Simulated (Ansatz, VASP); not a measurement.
# Two plane-wave programs on ZnSe

```xyz
2
Lattice="0.0000 2.6840 2.6840 2.6840 0.0000 2.6840 2.6840 2.6840 0.0000" Properties=species:S:1:pos:R:3 pbc="T T T"
Se    0.0000    0.0000    0.0000
Zn    2.6840    2.6840    2.6840
```

Alike in both runs: task single point; functional PBE; k mesh 12 × 12 × 12; occupations gaussian, width 0.05 eV; no spin polarisation.

|  | VASP | Ansatz |
| --- | --- | --- |
| version | VASP 6.6.1 | Ansatz 0.2.0 |
| potentials or method | VASP PAW PBE potentials, release 64 (Se, Zn), cutoff 520 eV | scalar-relativistic, plane waves, PAW |
| valence electrons in the cell | 18 | 28 |

Ansatz gave:

* gap on the k mesh at the Fermi level (eV): none
* pressure (GPa): 0.0

Q: What did VASP give for the same quantities?

A: gap on the k mesh at the Fermi level (eV): none; pressure (GPa): 0.2.

A gap of «none» marks a metal or a gap that the smearing closes. The functional is the same, so the differences come from potentials, cutoffs and numerics. VASP's potentials hold 18 valence electrons a cell and Ansatz's 28, so a difference there can come from the potentials and not from the codes.
